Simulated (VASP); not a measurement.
# HfO2 (Fm-3m) in VASP: further runs, part 2 of 3

VASP 6.6.1. Earlier steps stand in the parts before.

### Step 3. Single point, LDA, non-collinear spin, zero start, spin-orbit coupling

This run uses another cell than the first one, of 11.15 Å³/atom, 1.020 times its volume.

Contents of INCAR:

```
SYSTEM = HfO2
  ALGO = Normal
  EDIFF = 1E-6
  ENCUT = 520
  GGA_COMPAT = .False.
  ISIF = 2
  ISMEAR = -1
  LASPH = .True.
  LCHARG = .True.
  LMAXMIX = 4
  LNONCOLLINEAR = .True.
  LORBIT = 11
  LORBMOM = .True.
  LREAL = .False.
  LSORBIT = .True.
  LVHAR = .True.
  LWAVE = .False.
  MAGMOM = 0 0 0 0 0 0 0 0 0
  NBANDS = 35
  NELM = 150
  PREC = Accurate
  SIGMA = 0.05
```

Contents of KPOINTS:

```
k-points
0
Gamma
  9 9 9
  0 0 0
```

Contents of POSCAR:

```
HfO2
1.0
    0.0000000000      2.5575000000      2.5575000000
    2.5575000000      0.0000000000      2.5575000000
    2.5575000000      2.5575000000      0.0000000000
Hf O
1 2
Direct
    0.0000000000      0.0000000000      0.0000000000
    0.7500000000      0.7500000000      0.7500000000
    0.2500000000      0.2500000000      0.2500000000
```

Potentials or basis: VASP PAW LDA potentials, release 64 (Hf_pv, O).

Launch:

```sh
cat potpaw_LDA.64/Hf_pv/POTCAR potpaw_LDA.64/O/POTCAR > POTCAR
mpirun -np 1 vasp_ncl > vasp.out
```

OUTCAR:

```text
SYSTEM = HfO2
   EDIFF = 1E-6
   ENCUT = 520
   ISIF = 2
   ISMEAR = -1
   LASPH = .True.
   LNONCOLLINEAR = .True.
   LORBIT = 11
   LREAL = .False.
   LSORBIT = .True.
   NELM = 150
   PREC = Accurate

 ion  position               nearest neighbor table
   1  0.000  0.000  0.000-   2 2.21   2 2.21   2 2.21   2 2.21   3 2.21   3 2.21   3 2.21   3 2.21

   2  0.750  0.750  0.750-   1 2.21   1 2.21   1 2.21   1 2.21
   3  0.250  0.250  0.250-   1 2.21   1 2.21   1 2.21   1 2.21

  LATTYP: Found a face centered cubic cell.
 ALAT       =     5.1150000000

  Lattice vectors:

 A1 = (   0.0000000000,   2.5575000000,   2.5575000000)
 A2 = (   2.5575000000,   0.0000000000,   2.5575000000)
 A3 = (   2.5575000000,   2.5575000000,   0.0000000000)

Analysis of symmetry for initial positions (statically):
=====================================================================
 Subroutine PRICEL returns:
 Original cell was already a primitive cell.

 Routine SETGRP: Setting up the symmetry group for a
 face centered cubic supercell.

 Subroutine GETGRP returns: Found 48 space group operations
 (whereof 48 operations were pure point group operations)
 out of a pool of 48 trial point group operations.

The static configuration has the point symmetry O_h .

Analysis of symmetry for dynamics (positions and initial velocities):
=====================================================================
 Subroutine PRICEL returns:
 Original cell was already a primitive cell.

 Routine SETGRP: Setting up the symmetry group for a
 face centered cubic supercell.

 Subroutine GETGRP returns: Found 48 space group operations
 (whereof 48 operations were pure point group operations)
 out of a pool of 48 trial point group operations.

The dynamic configuration has the point symmetry O_h .

Analysis of structural, dynamic, and magnetic symmetry:
=====================================================================
 Subroutine PRICEL returns:
 Original cell was already a primitive cell.

 Routine SETGRP: Setting up the symmetry group for a
 face centered cubic supercell.

 Subroutine GETGRP returns: Found 48 space group operations
 (whereof 48 operations were pure point group operations)
 out of a pool of 48 trial point group operations.

The overall configuration has the point symmetry O_h .

 Subroutine INISYM returns: Found 48 space group operations
 (whereof 48 operations are pure point group operations),
 and found     1 'primitive' translations

----------------------------------------------------------------------------------------

                                     Primitive cell

  volume of cell :      33.4562

  direct lattice vectors                    reciprocal lattice vectors
     0.000000000  2.557500000  2.557500000    -0.195503421  0.195503421  0.195503421
     2.557500000  0.000000000  2.557500000     0.195503421 -0.195503421  0.195503421
     2.557500000  2.557500000  0.000000000     0.195503421  0.195503421 -0.195503421

  length of vectors
[... 1033 lines left out ...]
------------------------ aborting loop because EDIFF is reached ----------------------------------------

  FORCE on cell =-STRESS in cart. coord.  units (eV):
  Direction    XX          YY          ZZ          XY          YZ          ZX
  --------------------------------------------------------------------------------------
  -------------------------------------------------------------------------------------
  Total       -3.9995571     -3.9995571     -3.9995571      0.0000000      0.0000000     -0.0000000
  in kB     -191.5338614   -191.5338614   -191.5338614      0.0000000      0.0000000     -0.0000000
  external PRESSURE =    -191.5338614 kB  Pullay stress =       0.0000000 kB

 VOLUME and BASIS-vectors are now :
 -----------------------------------------------------------------------------
  energy-cutoff  :      520.00
  volume of cell :       33.46
      direct lattice vectors                 reciprocal lattice vectors
     0.000000000  2.557500000  2.557500000    -0.195503421  0.195503421  0.195503421
     2.557500000  0.000000000  2.557500000     0.195503421 -0.195503421  0.195503421
     2.557500000  2.557500000  0.000000000     0.195503421  0.195503421 -0.195503421

 POSITION                                       TOTAL-FORCE (eV/Angst)
 -----------------------------------------------------------------------------------
      0.00000      0.00000      0.00000         0.000000      0.000000      0.000000
      3.83625      3.83625      3.83625         0.000000      0.000000      0.000000
      1.27875      1.27875      1.27875        -0.000000     -0.000000     -0.000000
 -----------------------------------------------------------------------------------
    total drift:                                0.000000      0.000000      0.000000

  FREE ENERGIE OF THE ION-ELECTRON SYSTEM (eV)
  ---------------------------------------------------
  free  energy   TOTEN  =       -33.5568735099 eV

  energy  without entropy=      -33.5568735098  energy(sigma->0) =      -33.55687351

 orbital moment (x)

 # of ion     p       d       tot
 ----------------------------------------
  1         0.000   0.000   0.000
  2        -0.000   0.000  -0.000
  3        -0.000   0.000  -0.000
 ----------------------------------------
           -0.000   0.000  -0.000

 orbital moment (y)

 # of ion     p       d       tot
 ----------------------------------------
  1         0.000   0.000   0.000
  2        -0.000   0.000  -0.000
  3         0.000   0.000   0.000
 ----------------------------------------
           -0.000   0.000  -0.000

 orbital moment (z)

 # of ion     p       d       tot
 ----------------------------------------
  1         0.000   0.000   0.000
  2        -0.000   0.000  -0.000
  3        -0.000   0.000  -0.000
 ----------------------------------------
           -0.000   0.000  -0.000

 Spin-Orbit-Coupling matrix elements

 Ion:    1  E_soc:     -1.2804819
 l=   1
     0.0000000    -0.2095462    -0.2095462
    -0.2095462     0.0000000    -0.2095462
    -0.2095462    -0.2095462     0.0000000
 l=   2
     0.0000000    -0.0009417     0.0000000    -0.0009417    -0.0029258
    -0.0009417     0.0000000    -0.0021943    -0.0009417    -0.0007314
     0.0000000    -0.0021943     0.0000000    -0.0021943     0.0000000
    -0.0009417    -0.0009417    -0.0021943     0.0000000    -0.0007314
    -0.0029258    -0.0007314     0.0000000    -0.0007314     0.0000000
 l=   3
     0.0000000     0.0000000     0.0000000     0.0000000     0.0000000     0.0000000     0.0000000
     0.0000000     0.0000000     0.0000000     0.0000000     0.0000000     0.0000000     0.0000000
     0.0000000     0.0000000     0.0000000     0.0000000     0.0000000     0.0000000     0.0000000
     0.0000000     0.0000000     0.0000000     0.0000000     0.0000000     0.0000000     0.0000000
[... 29 lines left out ...]
 l=   2
     0.0000000     0.0000000     0.0000000     0.0000000     0.0000000
     0.0000000     0.0000000     0.0000000     0.0000000     0.0000000
     0.0000000     0.0000000     0.0000000     0.0000000     0.0000000
     0.0000000     0.0000000     0.0000000     0.0000000     0.0000000
     0.0000000     0.0000000     0.0000000     0.0000000     0.0000000
 l=   3
     0.0000000     0.0000000     0.0000000     0.0000000     0.0000000     0.0000000     0.0000000
     0.0000000     0.0000000     0.0000000     0.0000000     0.0000000     0.0000000     0.0000000
     0.0000000     0.0000000     0.0000000     0.0000000     0.0000000     0.0000000     0.0000000
     0.0000000     0.0000000     0.0000000     0.0000000     0.0000000     0.0000000     0.0000000
     0.0000000     0.0000000     0.0000000     0.0000000     0.0000000     0.0000000     0.0000000
     0.0000000     0.0000000     0.0000000     0.0000000     0.0000000     0.0000000     0.0000000
     0.0000000     0.0000000     0.0000000     0.0000000     0.0000000     0.0000000     0.0000000

 total charge

# of ion       s       p       d       tot
------------------------------------------
    1        0.290   6.606   1.357   8.253
    2        1.548   3.510   0.000   5.058
    3        1.548   3.510   0.000   5.058
--------------------------------------------------
tot          3.386  13.626   1.357  18.370

 magnetization (x)

# of ion       s       p       d       tot
------------------------------------------
    1        0.000   0.000   0.000   0.000
    2        0.000   0.000   0.000   0.000
    3        0.000   0.000   0.000   0.000
--------------------------------------------------
tot          0.000   0.000   0.000   0.000

 magnetization (y)

# of ion       s       p       d       tot
------------------------------------------
    1        0.000   0.000   0.000   0.000
    2        0.000   0.000   0.000   0.000
    3        0.000   0.000   0.000   0.000
--------------------------------------------------
tot          0.000   0.000   0.000   0.000

 magnetization (z)

# of ion       s       p       d       tot
------------------------------------------
    1       -0.000   0.000  -0.000  -0.000
    2        0.000   0.000   0.000   0.000
    3        0.000   0.000   0.000   0.000
--------------------------------------------------
tot          0.000   0.000  -0.000   0.000
```

OSZICAR:

```text
N       E                     dE             d eps       ncg     rms          rms(c)
DAV:   1     0.109544015810E+03    0.10954E+03   -0.12074E+04  2450   0.125E+03
DAV:   2    -0.324443362281E+02   -0.14199E+03   -0.13519E+03  3081   0.327E+02
DAV:   3    -0.392246413366E+02   -0.67803E+01   -0.67425E+01  2962   0.613E+01
DAV:   4    -0.392812729200E+02   -0.56632E-01   -0.56600E-01  2994   0.610E+00
DAV:   5    -0.392819217479E+02   -0.64883E-03   -0.64879E-03  2935   0.597E-01    0.529E+01
DAV:   6    -0.338062213262E+02    0.54757E+01   -0.15859E+01  2536   0.333E+01    0.443E+01
DAV:   7    -0.336349576832E+02    0.17126E+00   -0.94964E-01  2838   0.778E+00    0.308E+01
DAV:   8    -0.335736582600E+02    0.61299E-01   -0.29438E-01  2650   0.478E+00    0.121E+01
DAV:   9    -0.335622677269E+02    0.11391E-01   -0.22904E-02  2877   0.120E+00    0.276E+00
DAV:  10    -0.335569063584E+02    0.53614E-02   -0.13228E-02  2638   0.988E-01    0.156E+00
DAV:  11    -0.335568721604E+02    0.34198E-04   -0.79037E-04  3026   0.217E-01    0.191E-01
DAV:  12    -0.335568728955E+02   -0.73519E-06   -0.16711E-05  3003   0.349E-02    0.407E-02
DAV:  13    -0.335568735099E+02   -0.61433E-06   -0.55807E-06  2690   0.200E-02
   1 F= -.33556874E+02 E0= -.33556874E+02  d E =-.459940E-10  mag=     0.0000    -0.0000     0.0000
```

stdout:

```text
POSCAR found type information on POSCAR HfO
 POSCAR found :  2 types and       3 ions
 scaLAPACK will be used
 LDA part: xc-table for (Slater(with rela. corr.)+CA(PZ))
 , standard interpolation
 POSCAR, INCAR and KPOINTS ok, starting setup
 FFT: planning ... GRIDC
 FFT: planning ... GRID_SOFT
 FFT: planning ... GRID
 WAVECAR not read
 entering main loop
```

It took 52 s on 1 thread of Intel Xeon 6975P-C (Granite Rapids), shared host; peak memory 0.24 GiB.

What came out:

```
Free energy                                           : -33.5569 eV
Pressure                                              : -19.2 GPa
Net moment                                            : 0.00 μB per cell
Valence electrons inside the program's atomic spheres : Hf 8.25; O 5.06
```

Moments on the atoms (μB; x, y, z):
```
Hf  0.00 0.00 0.00
O   0.00 0.00 0.00
O   0.00 0.00 0.00
```

(Part 2 of 3 ends here.)
